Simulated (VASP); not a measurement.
CdSe:

```xyz
2
Lattice="0.0000 3.0703 3.0703 3.0703 0.0000 3.0703 3.0703 3.0703 0.0000" Properties=species:S:1:pos:R:3 pbc="T T T"
Cd    0.0000    0.0000    0.0000
Se    1.5351    1.5351    1.5351
```

Program: VASP 6.6.1. Alike in all runs: task single point; potentials or basis VASP PAW PBE potentials, release 64 (Cd, Se); no spin polarisation; cell as given; smearing fermi-dirac 0.05 eV.

Problem. Order these runs on this cell by their band gap on the k mesh, lowest first.
A. level PBE-based screened hybrid with 25 % exact exchange; k mesh 4 × 4 × 4; cutoff (eV) 400; grid for exact exchange (PRECFOCK) Normal; share of exact exchange 0.25; screening parameter 0.3 1/Å
B. level PBEsol; k mesh 6 × 6 × 6; cutoff (eV) 520
C. level HF; k mesh 4 × 4 × 4; cutoff (eV) 520; grid for exact exchange (PRECFOCK) Normal; share of exact exchange 1
D. level r2SCANh; k mesh 4 × 4 × 4; cutoff (eV) 520; grid for exact exchange (PRECFOCK) Normal; share of exact exchange 0.1
E. level r2SCAN50; k mesh 4 × 4 × 4; cutoff (eV) 520; grid for exact exchange (PRECFOCK) Normal; share of exact exchange 0.5

Solution. B (0.42 eV), A (1.31 eV), D (1.58 eV), E (3.97 eV), C (7.71 eV).

Caveats: some runs use coarse meshes.
